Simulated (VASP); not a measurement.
# ZnO (P6_3mc) in VASP: notebook

The runs below take ZnO through relaxation of cell and atoms, with LDA.

Program: VASP 6.6.1. These are calculated values, not measurements. Logs are shortened: lines on timing, memory, paths and dates and some standing lists are left out, and cuts for length are marked.

## 1. The cell of the first run

Symmetry: P6_3mc, No. 186, hexagonal system. Conventional cell: a = 3.187 Å, b = 3.187 Å, c = 5.152 Å, α = 90.00°, β = 90.00°, γ = 120.00°. Zn (site symmetry 3m) has 4 O at 1.94 to 1.95 Å within 2.6 Å. Within 2.6 Å of O (site symmetry 3m) lie 4 Zn at 1.94 to 1.95 Å.

## 2. Relaxation of cell and atoms, LDA, target pressure 2 GPa, at which the enthalpy is minimised

INCAR

```
  PREC = Accurate
  ENCUT = 600
  EDIFF = 1E-6
  ISMEAR = 0
  SIGMA = 0.01
  LREAL = False
  LASPH = True
  NELM = 80
  ALGO = Normal
  ISIF = 3
  LWAVE = False
  LCHARG = False
  IBRION = 2
  NSW = 100
  EDIFFG = -0.002
  PSTRESS = 20.0
```

KPOINTS

```
regular mesh
0
Gamma
  8 8 4
```

POSCAR

```
ZnO
1.0
    3.1871458518      0.0000000000      0.0000000000
   -1.5935729259      2.7601492732      0.0000000000
    0.0000000000      0.0000000000      5.1524051692
Zn O
2 2
Direct
    0.3333333333      0.6666666667      0.5002826654
    0.6666666667      0.3333333333      0.0002826654
    0.6666666667      0.3333333333      0.3787273346
    0.3333333333      0.6666666667      0.8787273346
```

Potentials or basis: VASP PAW LDA potentials, release 64 (Zn, O).

Launch:

```
$ cat potpaw_LDA.64/Zn/POTCAR potpaw_LDA.64/O/POTCAR > POTCAR
$ mpirun -np 1 vasp_std > vasp.out
```

OUTCAR:

```text
PREC = Accurate
   ENCUT = 600
   EDIFF = 1E-6
   ISMEAR = 0
   LREAL = False
   LASPH = True
   NELM = 80
   ISIF = 3
   IBRION = 2
   NSW = 100
   EDIFFG = -0.002
   PSTRESS = 20.0

 ion  position               nearest neighbor table
   1  0.333  0.667  0.500-   3 1.94   3 1.94   3 1.94   4 1.95
   2  0.667  0.333  0.000-   4 1.94   4 1.94   4 1.94   3 1.95
   3  0.667  0.333  0.379-   1 1.94   1 1.94   1 1.94   2 1.95
   4  0.333  0.667  0.879-   2 1.94   2 1.94   2 1.94   1 1.95

  LATTYP: Found a hexagonal cell.
 ALAT       =     3.1871458518
 C/A-ratio  =     1.6166204525

  Lattice vectors:

 A1 = (   3.1871458518,   0.0000000000,   0.0000000000)
 A2 = (  -1.5935729259,   2.7601492732,   0.0000000000)
 A3 = (   0.0000000000,   0.0000000000,   5.1524051692)

Analysis of symmetry for initial positions (statically):
=====================================================================
 Subroutine PRICEL returns:
 Original cell was already a primitive cell.

 Routine SETGRP: Setting up the symmetry group for a
 hexagonal supercell.

 Subroutine GETGRP returns: Found 12 space group operations
 (whereof  6 operations were pure point group operations)
 out of a pool of 24 trial point group operations.

The static configuration has the point symmetry C_3v.
 The point group associated with its full space group is C_6v.

Analysis of symmetry for dynamics (positions and initial velocities):
=====================================================================
 Subroutine PRICEL returns:
 Original cell was already a primitive cell.

 Routine SETGRP: Setting up the symmetry group for a
 hexagonal supercell.

 Subroutine GETGRP returns: Found 12 space group operations
 (whereof  6 operations were pure point group operations)
 out of a pool of 24 trial point group operations.

The dynamic configuration has the point symmetry C_3v.
 The point group associated with its full space group is C_6v.

 Subroutine INISYM returns: Found 12 space group operations
 (whereof  6 operations are pure point group operations),
 and found     1 'primitive' translations

----------------------------------------------------------------------------------------

                                     Primitive cell

  volume of cell :      45.3257

  direct lattice vectors                    reciprocal lattice vectors
     3.187145852  0.000000000  0.000000000     0.313760351  0.181149623  0.000000000
    -1.593572926  2.760149273  0.000000000     0.000000000  0.362299246  0.000000000
     0.000000000  0.000000000  5.152405169     0.000000000  0.000000000  0.194084116

  length of vectors
     3.187145852  3.187145852  5.152405169     0.362299246  0.362299246  0.194084116

  position of ions in fractional coordinates (direct lattice)
     0.333333333  0.666666667  0.500282665
     0.666666667  0.333333333  0.000282665
     0.666666667  0.333333333  0.378727335
     0.333333333  0.666666667  0.878727335

  ion indices of the primitive-cell ions
   primitive index   ion index
                 1           1
                 2           2
                 3           3
                 4           4

----------------------------------------------------------------------------------------

 KPOINTS: regular mesh

Automatic generation of k-mesh.
 Grid dimensions read from file:
 generate k-points for:    8    8    4

 Generating k-lattice:

  Cartesian coordinates                     Fractional coordinates (reciprocal lattice)
     0.039220044  0.022643703  0.000000000     0.125000000  0.000000000  0.000000000
     0.000000000  0.045287406  0.000000000     0.000000000  0.125000000  0.000000000
     0.000000000  0.000000000  0.048521029     0.000000000  0.000000000  0.250000000

  Length of vectors
     0.045287406  0.045287406  0.048521029

  Shift w.r.t. Gamma in fractional coordinates (k-lattice)
     0.000000000  0.000000000  0.000000000

 Subroutine IBZKPT returns following result:
 ===========================================

 Found     30 irreducible k-points:

 Following reciprocal coordinates:
            Coordinates               Weight
  0.000000  0.000000  0.000000      1.000000
  0.125000  0.000000  0.000000      6.000000
  0.250000  0.000000  0.000000      6.000000
  0.375000  0.000000  0.000000      6.000000
  0.500000  0.000000  0.000000      3.000000
  0.125000  0.125000  0.000000      6.000000
[... 16 lines left out ...]
  0.250000  0.000000  0.500000      6.000000
  0.375000  0.000000  0.500000      6.000000
 [... further k-points ...]
   k-points           NKPTS =     30   k-points in BZ     NKDIM =     30   number of bands    NBANDS=     22
   number of dos      NEDOS =    301   number of ions     NIONS =      4
   total plane-waves  NPLWV =  32928
   dimension x,y,z NGX =    28 NGY =   28 NGZ =   42
   dimension x,y,z NGXF=    56 NGYF=   56 NGZF=   84
   ions per type =               2   2
   NGX,Y,Z   is equivalent  to a cutoff of  14.61, 14.61, 13.55 a.u.
   NGXF,Y,Z  is equivalent  to a cutoff of  29.21, 29.21, 27.10 a.u.
 SYSTEM =  unknown system
   PREC   = accura    normal or accurate (medium, high low for compatibility)
   ISTART =      0    job   : 0-new  1-cont  2-samecut
   ICHARG =      2    charge: 1-file 2-atom 10-const
   ISPIN  =      1    spin polarized calculation?
   LNONCOLLINEAR =      F non collinear calculations
   LSORBIT =      F    spin-orbit coupling
   LASPH  =      T    aspherical Exc in radial PAW
   ENCUT  =  600.0 eV  44.10 Ry    6.64 a.u.   6.37  6.37 10.29*2*pi/ulx,y,z
   NELM   =     80;   NELMIN=  2; NELMDL= -5     # of ELM steps
   EDIFF  = 0.1E-05   stopping-criterion for ELM
   LREAL  =      F    real-space projection
   EDIFFG = -.2E-02   stopping-criterion for IOM
   NSW    =    100    number of steps for IOM
   IBRION =      2    ionic relax: 0-MD 1-quasi-New 2-CG
   NFREE  =      1    steps in history (QN), initial steepest desc. (CG)
   ISIF   =      3    stress and relaxation
   ISYM   =      2    0-nonsym 1-usesym 2-fastsym
   POTIM  = 0.5000    time-step for ionic-motion
   TEBEG  =    0.0;   TEEND  =   0.0 temperature during run
   PSTRESS=   20.0 pullay stress
   NELECT =      36.0000    total number of electrons
   NUPDOWN=      -1.0000    fix difference up-down
   EMIN   =  10.00;   EMAX   =-10.00  energy-range for DOS
   EFERMI =   0.00;   METHOD = LEGACY
   ISMEAR =     0;   SIGMA  =   0.01  broadening in eV -4-tet -1-fermi 0-gaus
   EFERMI_NEDOS =   21; number of points for ismear=-14 and -15
   IALGO  =     38    algorithm
   IMIX   =      4    mixing-type and parameters
     AMIX     =   0.40;   BMIX     =  1.00
     AMIX_MAG =   1.60;   BMIX_MAG =  1.00
  volume/ion in A,a.u.               =      11.33        76.47
  Fermi-wavevector in a.u.,A,eV,Ry     =   1.516099  2.865011 31.273746  2.298555
  Thomas-Fermi vector in A             =   2.625534
   LORBIT       =      0    0 simple, 1 ext, 2 COOP (PROOUT), +10 PAW based schemes
   GGA     = CA    functional components
   LHFCALC =     F    Hartree Fock is set to
   AEXX    =    0.0000 exact exchange contribution
   IVDW    =     0    specifies the selected vdW correction
   LEPSILON=     F    determine dielectric tensor
   LRPA    =     F    only Hartree local field effects (RPA)
 conjugate gradient relaxation of ions
 non-spin polarized calculation
 Gauss-broadening in eV      SIGMA  =   0.01
  energy-cutoff  :      600.00
  volume of cell :       45.33
 maximum number of plane-waves:      1534
 NGX is ok and might be reduce to    28
   NGX = 13   NGY = 13   NGZ = 21

--------------------------------------- Ionic step        1  -------------------------------------------

 number of electron      35.9999997 magnetization

 Free energy of the ion-electron system (eV)
  ---------------------------------------------------
  ext. energy  EPLUGINS =         0.00000000
  ---------------------------------------------------
  free energy    TOTEN  =       -21.16113876 eV

  energy without entropy =      -21.16113876  energy(sigma->0) =      -21.16113876

------------------------ aborting loop because EDIFF is reached ----------------------------------------

  FORCE on cell =-STRESS in cart. coord.  units (eV):
  Direction    XX          YY          ZZ          XY          YZ          ZX
  --------------------------------------------------------------------------------------
  -------------------------------------------------------------------------------------
  Total        0.2780932      0.2780932      0.2773229     -0.0000000      0.0000000      0.0000000
  in kB        9.8300666      9.8300666      9.8028365     -0.0000000      0.0000000      0.0000000
  external PRESSURE =     -10.1790101 kB  Pullay stress =      20.0000000 kB

 VOLUME and BASIS-vectors are now :
 -----------------------------------------------------------------------------
  energy-cutoff  :      600.00
  volume of cell :       45.33
      direct lattice vectors                 reciprocal lattice vectors
     3.187145852  0.000000000  0.000000000     0.313760351  0.181149623  0.000000000
    -1.593572926  2.760149273  0.000000000     0.000000000  0.362299246  0.000000000
     0.000000000  0.000000000  5.152405169     0.000000000  0.000000000  0.194084116
[... 130 lines left out ...]
  FREE ENERGIE OF THE ION-ELECTRON SYSTEM (eV)
  ---------------------------------------------------
  free  energy   TOTEN  =       -21.1590605670 eV

  energy  without entropy=      -21.1590605670  energy(sigma->0) =      -21.15906057

  enthalpy is  TOTEN    =       -20.5960466839 eV   P V=        0.5630138832

--------------------------------------- Ionic step        5  -------------------------------------------

 number of electron      35.9999996 magnetization

 Free energy of the ion-electron system (eV)
  ---------------------------------------------------
  ext. energy  EPLUGINS =         0.00000000
  ---------------------------------------------------
  free energy    TOTEN  =       -21.15899987 eV

  energy without entropy =      -21.15899987  energy(sigma->0) =      -21.15899987

 E-fermi :   1.5265     XC(G=0): -11.7523

 val. band max:        1.3993671839   @ k =   0.0000   0.0000   0.0000
 cond. band min:       2.2174199709   @ k =   0.0000   0.0000   0.0000
 fundamental gap:      0.8180527870
 Fermi energy:         1.5265308793

 k-point     1 :       0.0000    0.0000    0.0000
  band No.  band energies     occupation
      1     -16.8691      2.00000
      2     -16.0176      2.00000
      3      -4.7671      2.00000
      4      -4.6606      2.00000
      5      -4.6606      2.00000
      6      -4.6218      2.00000
[... 14 lines left out ...]
     21       9.6185      0.00000
     22      14.3916      0.00000
[... 552 lines left out ...]
  band No.  band energies     occupation
      1     -15.9962      2.00000
      2     -15.9962      2.00000
      3      -5.1796      2.00000
      4      -5.1796      2.00000
      5      -4.1997      2.00000
      6      -4.1997      2.00000
[... 14 lines left out ...]
     21      10.2419      0.00000
     22      10.2419      0.00000

 [... further k-points ...]

------------------------ aborting loop because EDIFF is reached ----------------------------------------

  FORCE on cell =-STRESS in cart. coord.  units (eV):
  Direction    XX          YY          ZZ          XY          YZ          ZX
  --------------------------------------------------------------------------------------
  -------------------------------------------------------------------------------------
  Total        0.5578599      0.5578599      0.5590604      0.0000000     -0.0000000      0.0000000
  in kB       19.8191497     19.8191497     19.8617998      0.0000000     -0.0000000      0.0000000
  external PRESSURE =      -0.1666336 kB  Pullay stress =      20.0000000 kB

 VOLUME and BASIS-vectors are now :
 -----------------------------------------------------------------------------
  energy-cutoff  :      600.00
  volume of cell :       45.10
      direct lattice vectors                 reciprocal lattice vectors
     3.181788548  0.000000000  0.000000000     0.314288641  0.181454632 -0.000000000
    -1.590894274  2.755509712  0.000000000     0.000000000  0.362909263  0.000000000
     0.000000000  0.000000000  5.143721253     0.000000000  0.000000000  0.194411779

 POSITION                                       TOTAL-FORCE (eV/Angst)
 -----------------------------------------------------------------------------------
     -0.00000      1.83701      2.57335         0.000000      0.000000      0.001350
      1.59089      0.91850      0.00149         0.000000     -0.000000      0.001350
      1.59089      0.91850      1.94803        -0.000000      0.000000     -0.001350
     -0.00000      1.83701      4.51989        -0.000000     -0.000000     -0.001350
 -----------------------------------------------------------------------------------
    total drift:                               -0.000000     -0.000001     -0.000306

  FREE ENERGIE OF THE ION-ELECTRON SYSTEM (eV)
  ---------------------------------------------------
  free  energy   TOTEN  =       -21.1589998653 eV

  energy  without entropy=      -21.1589998653  energy(sigma->0) =      -21.15899987

  enthalpy is  TOTEN    =       -20.5960495080 eV   P V=        0.5629503573

 reached required accuracy - stopping structural energy minimisation
```

Wall time 91 s (1 thread of Intel Xeon Platinum 8259CL at 2.50GHz (Skylake/Cascade Lake), shared host); peak memory 0.17 GiB.

What came out:

| Property | Result |
| --- | --- |
| Free energy | -21.1590 eV |
| Relaxed volume | 11.27 Å³/atom |
| Relaxed cell | a = 3.182 Å, b = 3.182 Å, c = 5.144 Å, α = 90.00°, β = 90.00°, γ = 120.00° |
| Space group after relaxing (to 0.05 Å) | P6_3mc (No. 186) |
| Energy change on relaxing (the enthalpy is what falls) | +0.5 meV/atom |
| Ionic steps | 5 |
| Pressure after relaxing | 2.0 GPa |
| Band gap on the k mesh | 0.82 eV, direct |

Step by step:
| step | energy change (eV) | largest force (eV/Å) | pressure (GPa) | volume (Å³) |
| --- | --- | --- | --- | --- |
| 1 | 0.0000 | 0.0016 | 0.98 | 45.33 |
| 2 | 0.0057 | 0.0013 | 2.73 | 44.86 |
| 3 | 0.0022 | 0.0014 | 2.04 | 45.09 |
| 4 | 0.0021 | 0.0014 | 1.92 | 45.10 |
| 5 | 0.0021 | 0.0013 | 1.98 | 45.10 |

Final structure:
```cif
data_structure
_symmetry_space_group_name_H-M 'P 1'
_symmetry_Int_Tables_number 1
_cell_length_a 3.1818
_cell_length_b 3.1818
_cell_length_c 5.1437
_cell_angle_alpha 90.000
_cell_angle_beta 90.000
_cell_angle_gamma 120.000
_cell_volume 45.10
loop_
_atom_site_label
_atom_site_type_symbol
_atom_site_fract_x
_atom_site_fract_y
_atom_site_fract_z
_atom_site_occupancy
Zn1 Zn 0.33333 0.66667 0.50029 1
Zn2 Zn 0.66667 0.33333 0.00029 1
O1 O 0.66667 0.33333 0.37872 1
O2 O 0.33333 0.66667 0.87872 1
```

Caveat: the cell is relaxed towards a set pressure, so the enthalpy falls and the energy may rise.

## 3. Relaxation of cell and atoms, LDA, target pressure 4 GPa, at which the enthalpy is minimised

INCAR

```
SYSTEM = ZnO
ALGO     = Normal         ! electronic algorithm
EDIFF    = 1E-6           ! SCF threshold, eV
EDIFFG   = -0.002         ! ionic threshold
ENCUT    = 600            ! plane-wave cutoff, eV
GGA      = CA             ! functional
IBRION   = 2              ! ionic algorithm
ISIF     = 3              ! what is computed and relaxed
ISMEAR   = 0              ! smearing method
LASPH    = .True.         ! aspherical terms in the spheres
LCHARG   = .False.        ! write CHGCAR
LREAL    = .False.        ! projectors in reciprocal space
LWAVE    = .False.        ! write WAVECAR
NELM     = 80             ! most SCF steps
NSW      = 100            ! ionic steps
PREC     = Accurate       ! precision mode
PSTRESS  = 40.0         
SIGMA    = 0.01           ! smearing width, eV
```

KPOINTS

```
k-points
0
Gamma
  8 8 4
  0 0 0
```

POSCAR is that of step 2.

Potentials or basis: VASP PAW LDA potentials, release 64 (Zn, O).

Launch:

```
$ cat potpaw_LDA.64/Zn/POTCAR potpaw_LDA.64/O/POTCAR > POTCAR
$ mpirun -np 1 vasp_std > vasp.out
```

It took 2.7 min on 1 thread of Intel Xeon Platinum 8259CL at 2.50GHz (Skylake/Cascade Lake), shared host; peak memory 0.17 GiB.

Results (log left out):

```yaml
Free_energy: -21.1494 eV
Relaxed_volume: 11.14 Å³/atom
Relaxed_cell: a = 3.169 Å, b = 3.169 Å, c = 5.124 Å, α = 90.00°, β = 90.00°, γ = 120.00°
Space_group_after_relaxing_to_0.05_Å: P6_3mc (No. 186)
Energy_change_on_relaxing_the_enthalpy_is_what_falls: +2.9 meV/atom
Ionic_steps: 10
Pressure_after_relaxing: 4.0 GPa
Band_gap_on_the_k_mesh: 0.84 eV, direct
```

The path:
```tsv
step	energy change (eV)	largest force (eV/Å)	pressure (GPa)	volume (Å³)
1	0.0000	0.0016	0.98	45.33
2	0.0325	0.0032	6.59	43.94
3	0.0117	0.0025	3.97	44.57
4	0.0121	0.0025	3.97	44.56
5	0.0149	0.0027	4.44	44.45
6	0.0125	0.0025	4.07	44.54
7	0.0118	0.0008	4.02	44.57
8	0.0115	0.0002	3.93	44.58
9	0.0117	0.0006	3.92	44.57
10	0.0118	0.0010	4.00	44.57
```

Final structure:
```
CELL_PARAMETERS angstrom
3.16937 0.00000 0.00000
-1.58469 2.74476 0.00000
0.00000 0.00000 5.12365
ATOMIC_POSITIONS crystal
Zn 0.33333 0.66667 0.50031
Zn 0.66667 0.33333 0.00031
O 0.66667 0.33333 0.37870
O 0.33333 0.66667 0.87870
```

Levels at points of the mesh, in eV from the valence-band top:
| k point | band 16 | band 17 | band 18 | band 19 | band 20 | band 21 |
| --- | --- | --- | --- | --- | --- | --- |
| (0.00, 0.00, 0.00) | -0.11 | 0.00 | 0.00 | 0.84 | 5.36 | 8.26 |
| (0.50, 0.00, 0.00) | -2.51 | -1.43 | -0.93 | 5.97 | 6.79 | 7.47 |
| (0.00, 0.00, 0.50) | -0.44 | -0.44 | -0.44 | 3.54 | 3.54 | 10.12 |
| (0.50, 0.00, 0.50) | -1.67 | -1.53 | -1.53 | 5.67 | 5.67 | 8.68 |

Caveat: the cell is relaxed towards a set pressure, so the enthalpy falls and the energy may rise. Zero-point motion and thermal expansion aren't in these numbers.

(Continued in part 2 of 2.)
